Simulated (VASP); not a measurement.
InP:

```
CELL_PARAMETERS angstrom
0.00000 2.95381 2.95381
2.95381 0.00000 2.95381
2.95381 2.95381 0.00000
ATOMIC_POSITIONS crystal
In 0.00000 0.00000 0.00000
P 0.25000 0.25000 0.25000
```

Program: VASP 6.6.1. Alike in all runs: no spin polarisation; cell as given; cutoff (eV) 520.

**Question.** Order these runs on this cell by their band gap on the k mesh, lowest first.
A. level LDA; potentials or basis VASP PAW LDA potentials, release 64 (In_d, P); k mesh 8 × 8 × 8; smearing gaussian 0.01 eV
B. level PBE; potentials or basis VASP PAW PBE potentials, release 64 (In_d, P); k mesh 8 × 8 × 8; smearing fermi-dirac 0.02 eV
C. level r2SCAN; potentials or basis VASP PAW PBE potentials, release 64 (In_d, P); k mesh 6 × 6 × 6; smearing gaussian 0.01 eV
D. level HSE06; potentials or basis VASP PAW PBE potentials, release 64 (In_d, P); k mesh 4 × 4 × 4; smearing fermi-dirac 0.02 eV; grid for exact exchange (PRECFOCK) Normal; share of exact exchange 0.25; screening parameter 0.2079 1/Å

**Answer.** A (0.38 eV), B (0.58 eV), C (1.03 eV), D (1.39 eV).

Caveats: some runs use coarse meshes; spin-orbit coupling is left out, which moves the levels of the heavy elements; semilocal functionals underestimate gaps, and a narrow one can read as zero (at least some runs).
